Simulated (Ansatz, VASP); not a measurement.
InP: VASP beside Ansatz

```
In P
1.0
     0.00000    2.95379    2.95379
     2.95379    0.00000    2.95379
     2.95379    2.95379    0.00000
In P
1 1
Direct
  0.00000 0.00000 0.00000
  0.25000 0.25000 0.25000
```

Alike in both runs: task single point; functional PBE; k mesh 6 × 6 × 6; occupations methfessel-paxton of order 1, width 0.05 eV; no spin polarisation.

|  | VASP | Ansatz |
| --- | --- | --- |
| version | VASP 6.6.1 | Ansatz 0.2.0 |
| potentials or method | VASP PAW PBE potentials, release 64 (In_d, P) | plane waves |
| plane-wave cutoff (eV) | 520 | 420 |
| valence electrons in the cell | 18 | 18 |

|  | VASP | Ansatz | Ansatz less VASP |
| --- | --- | --- | --- |
| gap on the k mesh at the Fermi level (eV) | 0.58 | 0.58 | +0.003 |
| pressure (GPa) | 1.6 | 1.6 | +0.05 |

The functional is the same, so the differences come from potentials, cutoffs and numerics.
